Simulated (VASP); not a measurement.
# Zn2S (P4/nmm) in VASP: notebook

Zn2S is run at these levels: PBE; tasks: single point.

All numbers are computed with VASP 6.6.1; they aren't measurements. Logs are shortened: lines on timing, memory, paths and dates and some standing lists are left out, and cuts for length are marked.

## (1) The cell of the first run

Symmetry: P4/nmm, No. 129, tetragonal system. Conventional cell: a = 3.954 Å, b = 3.954 Å, c = 5.894 Å, α = 90.00°, β = 90.00°, γ = 90.00°. Zn (site symmetry -4m2) has 8 Zn at 2.51 to 2.80 Å and 4 S at 2.64 Å within 3.3 Å. Within 3.3 Å of Zn (site symmetry 4mm) lie 4 Zn at 2.51 Å and 5 S at 2.59 to 2.80 Å. Within 3.4 Å of S (site symmetry 4mm) lie 10 Zn at 2.59 to 3.30 Å.

## (2) Single point, PBE

INCAR reads:

```
PREC = Accurate
ENCUT = 520
EDIFF = 1E-7
ISMEAR = 0
SIGMA = 0.1
LREAL = F
LASPH = T
NELM = 60
ALGO = Normal
ISIF = 2
LWAVE = F
LCHARG = F
GGA = PE
NBANDS = 39
```

KPOINTS reads:

```
Automatic mesh
0
Gamma
  4 4 4
```

POSCAR reads:

```
Zn2S
1.0
    3.9536698300      0.0000000000      0.0000000000
    0.0000000000      3.9536698300      0.0000000000
    0.0000000000      0.0000000000      5.8939191600
Zn S
4 2
Direct
    0.0000000000      0.0000000000      0.0000000000
    0.5000000000      0.5000000000      0.0000000000
    0.5000000000      0.0000000000      0.2621431600
    0.0000000000      0.5000000000      0.7378568400
    0.5000000000      0.0000000000      0.7019222400
    0.0000000000      0.5000000000      0.2980777600
```

Potentials or basis: VASP PAW PBE potentials, release 64 (Zn, S).

Launch:

```
cat potpaw_PBE.64/Zn/POTCAR potpaw_PBE.64/S/POTCAR > POTCAR
mpirun -np 1 vasp_std > vasp.out
```

OUTCAR:

```text
PREC = Accurate
   ENCUT = 520
   EDIFF = 1E-7
   ISMEAR = 0
   LREAL = F
   LASPH = T
   NELM = 60
   ISIF = 2
   GGA = PE

 ion  position               nearest neighbor table
   1  0.000  0.000  0.000-   3 2.51   4 2.51   4 2.51   3 2.51   5 2.64   6 2.64   6 2.64   5 2.64
                             2 2.80   2 2.80   2 2.80   2 2.80
   2  0.500  0.500  0.000-   3 2.51   4 2.51   3 2.51   4 2.51   5 2.64   5 2.64   6 2.64   6 2.64
                             1 2.80   1 2.80   1 2.80   1 2.80
   3  0.500  0.000  0.262-   1 2.51   2 2.51   2 2.51   1 2.51   5 2.59   6 2.80   6 2.80   6 2.80
                             6 2.80
   4  0.000  0.500  0.738-   1 2.51   2 2.51   1 2.51   2 2.51   6 2.59   5 2.80   5 2.80   5 2.80
                             5 2.80
   5  0.500  0.000  0.702-   3 2.59   2 2.64   1 2.64   2 2.64   1 2.64   4 2.80   4 2.80   4 2.80
                             4 2.80
   6  0.000  0.500  0.298-   4 2.59   2 2.64   1 2.64   1 2.64   2 2.64   3 2.80   3 2.80   3 2.80
                             3 2.80

  LATTYP: Found a simple tetragonal cell.
 ALAT       =     3.9536698300
 C/A-ratio  =     1.4907464238

  Lattice vectors:

 A1 = (   3.9536698300,   0.0000000000,   0.0000000000)
 A2 = (   0.0000000000,   3.9536698300,   0.0000000000)
 A3 = (   0.0000000000,   0.0000000000,   5.8939191600)

Analysis of symmetry for initial positions (statically):
=====================================================================
 Subroutine PRICEL returns:
 Original cell was already a primitive cell.

 Routine SETGRP: Setting up the symmetry group for a
 simple tetragonal supercell.

 Subroutine GETGRP returns: Found 16 space group operations
 (whereof  8 operations were pure point group operations)
 out of a pool of 16 trial point group operations.

The static configuration has the point symmetry D_2d.
 The point group associated with its full space group is D_4h.

Analysis of symmetry for dynamics (positions and initial velocities):
=====================================================================
 Subroutine PRICEL returns:
 Original cell was already a primitive cell.

 Routine SETGRP: Setting up the symmetry group for a
 simple tetragonal supercell.

 Subroutine GETGRP returns: Found 16 space group operations
 (whereof  8 operations were pure point group operations)
 out of a pool of 16 trial point group operations.

The dynamic configuration has the point symmetry D_2d.
 The point group associated with its full space group is D_4h.

 Subroutine INISYM returns: Found 16 space group operations
 (whereof  8 operations are pure point group operations),
 and found     1 'primitive' translations

----------------------------------------------------------------------------------------

                                     Primitive cell

  volume of cell :      92.1308

  direct lattice vectors                    reciprocal lattice vectors
     3.953669830  0.000000000  0.000000000     0.252929567  0.000000000  0.000000000
     0.000000000  3.953669830  0.000000000     0.000000000  0.252929567  0.000000000
     0.000000000  0.000000000  5.893919160     0.000000000  0.000000000  0.169666392

  length of vectors
     3.953669830  3.953669830  5.893919160     0.252929567  0.252929567  0.169666392

  position of ions in fractional coordinates (direct lattice)
     0.000000000  0.000000000  0.000000000
     0.500000000  0.500000000  0.000000000
     0.500000000  0.000000000  0.262143160
     0.000000000  0.500000000  0.737856840
     0.500000000  0.000000000  0.701922240
     0.000000000  0.500000000  0.298077760

  ion indices of the primitive-cell ions
   primitive index   ion index
                 1           1
                 2           2
                 3           3
                 4           4
                 5           5
                 6           6

----------------------------------------------------------------------------------------

 KPOINTS: Automatic mesh

Automatic generation of k-mesh.
 Grid dimensions read from file:
 generate k-points for:    4    4    4

 Generating k-lattice:

  Cartesian coordinates                     Fractional coordinates (reciprocal lattice)
     0.063232392  0.000000000  0.000000000     0.250000000  0.000000000  0.000000000
     0.000000000  0.063232392  0.000000000     0.000000000  0.250000000  0.000000000
     0.000000000  0.000000000  0.042416598     0.000000000  0.000000000  0.250000000

  Length of vectors
     0.063232392  0.063232392  0.042416598

  Shift w.r.t. Gamma in fractional coordinates (k-lattice)
     0.000000000  0.000000000  0.000000000

 Subroutine IBZKPT returns following result:
 ===========================================

 Found     18 irreducible k-points:

 Following reciprocal coordinates:
            Coordinates               Weight
  0.000000  0.000000  0.000000      1.000000
  0.250000  0.000000  0.000000      4.000000
  0.500000  0.000000  0.000000      2.000000
  0.250000  0.250000  0.000000      4.000000
  0.500000  0.250000  0.000000      4.000000
  0.500000  0.500000  0.000000      1.000000
[... 10 lines left out ...]
  0.500000  0.250000  0.500000      4.000000
  0.500000  0.500000  0.500000      1.000000
   k-points           NKPTS =     18   k-points in BZ     NKDIM =     18   number of bands    NBANDS=     39
   number of dos      NEDOS =    301   number of ions     NIONS =      6
   total plane-waves  NPLWV =  43200
   dimension x,y,z NGX =    30 NGY =   30 NGZ =   48
   dimension x,y,z NGXF=    60 NGYF=   60 NGZF=   96
   ions per type =               4   2
   NGX,Y,Z   is equivalent  to a cutoff of  12.61, 12.61, 13.54 a.u.
   NGXF,Y,Z  is equivalent  to a cutoff of  25.23, 25.23, 27.08 a.u.
 SYSTEM =  unknown system
   PREC   = accura    normal or accurate (medium, high low for compatibility)
   ISTART =      0    job   : 0-new  1-cont  2-samecut
   ICHARG =      2    charge: 1-file 2-atom 10-const
   ISPIN  =      1    spin polarized calculation?
   LNONCOLLINEAR =      F non collinear calculations
   LSORBIT =      F    spin-orbit coupling
   LASPH  =      T    aspherical Exc in radial PAW
   ENCUT  =  520.0 eV  38.22 Ry    6.18 a.u.   7.35  7.35 10.96*2*pi/ulx,y,z
   NELM   =     60;   NELMIN=  2; NELMDL= -5     # of ELM steps
   EDIFF  = 0.1E-06   stopping-criterion for ELM
   LREAL  =      F    real-space projection
   EDIFFG = 0.1E-05   stopping-criterion for IOM
   NSW    =      0    number of steps for IOM
   IBRION =     -1    ionic relax: 0-MD 1-quasi-New 2-CG
   NFREE  =      0    steps in history (QN), initial steepest desc. (CG)
   ISIF   =      2    stress and relaxation
   ISYM   =      2    0-nonsym 1-usesym 2-fastsym
   POTIM  = 0.5000    time-step for ionic-motion
   TEBEG  =    0.0;   TEEND  =   0.0 temperature during run
   PSTRESS=    0.0 pullay stress
   NELECT =      60.0000    total number of electrons
   NUPDOWN=      -1.0000    fix difference up-down
   EMIN   =  10.00;   EMAX   =-10.00  energy-range for DOS
   EFERMI =   0.00;   METHOD = LEGACY
   ISMEAR =     0;   SIGMA  =   0.10  broadening in eV -4-tet -1-fermi 0-gaus
   EFERMI_NEDOS =   21; number of points for ismear=-14 and -15
   IALGO  =     38    algorithm
   IMIX   =      4    mixing-type and parameters
     AMIX     =   0.40;   BMIX     =  1.00
     AMIX_MAG =   1.60;   BMIX_MAG =  1.00
  volume/ion in A,a.u.               =      15.36       103.62
  Fermi-wavevector in a.u.,A,eV,Ry     =   1.419026  2.681570 27.397152  2.013634
  Thomas-Fermi vector in A             =   2.540090
   LORBIT       =      0    0 simple, 1 ext, 2 COOP (PROOUT), +10 PAW based schemes
   GGA     = PE    functional components
   LHFCALC =     F    Hartree Fock is set to
   AEXX    =    0.0000 exact exchange contribution
   IVDW    =     0    specifies the selected vdW correction
   LEPSILON=     F    determine dielectric tensor
   LRPA    =     F    only Hartree local field effects (RPA)
 non-spin polarized calculation
 Gauss-broadening in eV      SIGMA  =   0.10
  energy-cutoff  :      520.00
  volume of cell :       92.13
 maximum number of plane-waves:      2502
 NGX is ok and might be reduce to    30
   NGX = 15   NGY = 15   NGZ = 21

 number of electron      60.0000045 magnetization

 Free energy of the ion-electron system (eV)
  ---------------------------------------------------
  ext. energy  EPLUGINS =         0.00000000
  ---------------------------------------------------
  free energy    TOTEN  =       -11.33381440 eV

  energy without entropy =      -11.32695878  energy(sigma->0) =      -11.33038659

 E-fermi :   5.0563     XC(G=0): -11.2619

 val. band max:        4.9546712367   @ k =   0.5000   0.5000   0.0000
 cond. band min:       5.0986056938   @ k =   0.5000   0.2500   0.5000
 fundamental gap:      0.1439344571
 Fermi energy:         5.0562680224

 k-point     1 :       0.0000    0.0000    0.0000
  band No.  band energies     occupation
      1      -9.9054      2.00000
      2      -8.6169      2.00000
      3      -4.0598      2.00000
      4      -3.7768      2.00000
      5      -3.7073      2.00000
      6      -3.6741      2.00000
[... 31 lines left out ...]
     38      11.1342      0.00000
     39      12.2106      0.00000

 k-point     2 :       0.2500    0.0000    0.0000
  band No.  band energies     occupation
      1      -9.5617      2.00000
      2      -8.5774      2.00000
      3      -3.7886      2.00000
      4      -3.6917      2.00000
      5      -3.6530      2.00000
      6      -3.6379      2.00000
[... 31 lines left out ...]
     38      11.0336      0.00000
     39      11.4856      0.00000

 k-point     3 :       0.5000    0.0000    0.0000
  band No.  band energies     occupation
      1      -8.8587      2.00000
      2      -8.8587      2.00000
      3      -3.6676      2.00000
      4      -3.6676      2.00000
      5      -3.4887      2.00000
      6      -3.4887      2.00000
[... 31 lines left out ...]
     38      11.0143      0.00000
     39      12.8049      0.00000

 k-point     4 :       0.2500    0.2500    0.0000
  band No.  band energies     occupation
      1      -9.2702      2.00000
      2      -8.5349      2.00000
      3      -3.9518      2.00000
      4      -3.7563      2.00000
      5      -3.5326      2.00000
      6      -3.4287      2.00000
[... 31 lines left out ...]
     38      11.7981      0.00000
     39      12.9099      0.00000
[... 502 lines left out ...]
     38      11.0061      0.00000
     39      13.0183      0.00000

 k-point    17 :       0.5000    0.2500    0.5000
  band No.  band energies     occupation
      1      -8.6682      2.00000
      2      -8.6682      2.00000
      3      -3.9389      2.00000
      4      -3.9389      2.00000
      5      -3.4621      2.00000
      6      -3.4621      2.00000
[... 31 lines left out ...]
     38      11.0421      0.00000
     39      12.7095      0.00000

 k-point    18 :       0.5000    0.5000    0.5000
  band No.  band energies     occupation
      1      -8.5339      2.00000
      2      -8.5339      2.00000
      3      -3.9271      2.00000
      4      -3.9271      2.00000
      5      -3.3770      2.00000
      6      -3.3770      2.00000
[... 31 lines left out ...]
     38      12.0032      0.00000
     39      14.3683      0.00000

------------------------ aborting loop because EDIFF is reached ----------------------------------------

  FORCE on cell =-STRESS in cart. coord.  units (eV):
  Direction    XX          YY          ZZ          XY          YZ          ZX
  --------------------------------------------------------------------------------------
  -------------------------------------------------------------------------------------
  Total        7.3679414      7.3679414      7.3886621      0.0000000      0.0000000      0.0000000
  in kB      128.1302799    128.1302799    128.4906179      0.0000000      0.0000000      0.0000000
  external PRESSURE =     128.2503926 kB  Pullay stress =       0.0000000 kB

 VOLUME and BASIS-vectors are now :
 -----------------------------------------------------------------------------
  energy-cutoff  :      520.00
  volume of cell :       92.13
      direct lattice vectors                 reciprocal lattice vectors
     3.953669830  0.000000000  0.000000000     0.252929567  0.000000000  0.000000000
     0.000000000  3.953669830  0.000000000     0.000000000  0.252929567  0.000000000
     0.000000000  0.000000000  5.893919160     0.000000000  0.000000000  0.169666392

 POSITION                                       TOTAL-FORCE (eV/Angst)
 -----------------------------------------------------------------------------------
      0.00000      0.00000      0.00000         0.000000      0.000000      0.000000
      1.97683      1.97683      0.00000         0.000000     -0.000000      0.000000
      1.97683      0.00000      1.54505        -0.000000      0.000000      2.073506
      0.00000      1.97683      4.34887         0.000000     -0.000000     -2.073506
      1.97683      0.00000      4.13707         0.000000      0.000000     -1.746233
      0.00000      1.97683      1.75685         0.000000     -0.000000      1.746233
 -----------------------------------------------------------------------------------
    total drift:                                0.000000      0.000000     -0.000000

  FREE ENERGIE OF THE ION-ELECTRON SYSTEM (eV)
  ---------------------------------------------------
  free  energy   TOTEN  =       -11.3338143984 eV

  energy  without entropy=      -11.3269587804  energy(sigma->0) =      -11.33038659
```

Wall time 37 s (1 thread of Intel Xeon 6975P-C (Granite Rapids), shared host); peak memory 0.21 GiB.

Results:

- Free energy: -11.3338 eV
- Pressure: 12.8 GPa
- Largest force: 2.074 eV/Å
- Band gap on the k mesh: zero (band 30 reaches 5.33 eV, above the bottom of band 31 at 4.95 eV)

Forces on the atoms (eV/Å):
```
Zn   0.000  0.000  0.000
Zn   0.000  0.000  0.000
Zn   0.000  0.000  2.074
Zn   0.000  0.000 -2.074
S    0.000  0.000 -1.746
S    0.000  0.000  1.746
```

Caveat: the k points lie up to 0.40 Å⁻¹ apart; forces of over 1 eV/Å act on the atoms, so gaps and moduli don't describe the material at rest.

[end of part 1 of 2]
